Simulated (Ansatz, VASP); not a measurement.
## One calculation of ZnO, two programs

```
Zn O
1.0
     2.97686    0.00000    0.00000
    -1.48843    2.57804    0.00000
     0.00000    0.00000    5.12563
Zn O
2 2
Direct
  0.00000 0.00000 0.00000
  0.00000 0.00000 0.50000
  0.33333 0.66667 0.25000
  0.66667 0.33333 0.75000
```

Alike in both runs: task single point; functional r2SCAN; k mesh 12 × 12 × 6; no spin polarisation.

```csv
,VASP,Ansatz
version,VASP 6.6.1,Ansatz 0.2.0
potentials or method,"VASP PAW PBE potentials, release 64 (Zn, O)","plane waves, PAW"
plane-wave cutoff (eV),520,500
occupations,"gaussian, width 0.01 eV",fixed
valence electrons in the cell,36,36
```

|  | VASP | Ansatz | Ansatz less VASP |
| --- | --- | --- | --- |
| gap on the k mesh at the Fermi level (eV) | 1.34 | 1.36 | +0.016 |
| pressure (GPa) | 1.3 | 0.0 | -1.27 |
| traceless stress, the component that is largest in VASP (GPa) | 0.20 | 0.00 | -0.202 |

VASP's potentials were made for PBE, not for r2SCAN.
